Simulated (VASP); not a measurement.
Runs of VASP 6.6.1 on V. The structure is that of space group Im-3m (No. 229), or close to it. The cells are those of the table. 

| task | cell | cutoff (eV) | gap on the mesh (eV) | pressure (GPa) | moment (μB) |
| --- | --- | --- | --- | --- | --- |
| single point | a = 2.488 Å, angles 70.5, 109.5, 70.5°, 1 atom | 520 | none | 30.5 | 0.00 |
| single point | a = 2.519 Å, angles 70.5, 109.5, 70.5°, 1 atom | 520 | none | 20.4 | 0.00 |
| relaxation of cell and atoms | relaxed to 20 GPa from a = 2.624 Å, angles 70.5, 109.5, 70.5°, 1 atom | 600 | none | 19.8 | 0.00 |
| single point | a = 2.597 Å, angles 70.5, 109.5, 70.5°, 1 atom | 520 | none | (a) | 0.00 |
| relaxation of cell and atoms | relaxed to 30 GPa from a = 2.624 Å, angles 70.5, 109.5, 70.5°, 1 atom | 600 | none | 29.9 | 0.00 |
| relaxation of cell and atoms | relaxed from a = 2.624 Å, angles 70.5, 109.5, 70.5°, 1 atom | 600 | none | 0.0 | 0.00 |
| single point | a = 2.555 Å, angles 70.5, 109.5, 70.5°, 1 atom | 520 | none | 10.3 | 0.00 |
| relaxation of cell and atoms | relaxed to 10 GPa from a = 2.624 Å, angles 70.5, 109.5, 70.5°, 1 atom | 600 | none | 9.9 | 0.00 |

Alike in all rows: level PBE; potentials or basis VASP PAW PBE potentials, release 64 (V_sv); spin collinear, ferromagnetic start; k mesh 11 × 11 × 11; smearing fermi-dirac 0.1 eV.

Question: Fill in the values left out.

Answer: (a) 0.2.

Caveats: the cell stands under pressure (at least some runs); the cell is relaxed towards a set pressure, so the run minimises the enthalpy, not the energy (at least some runs).

A gap of «none» marks levels without a gap at the run's occupations.
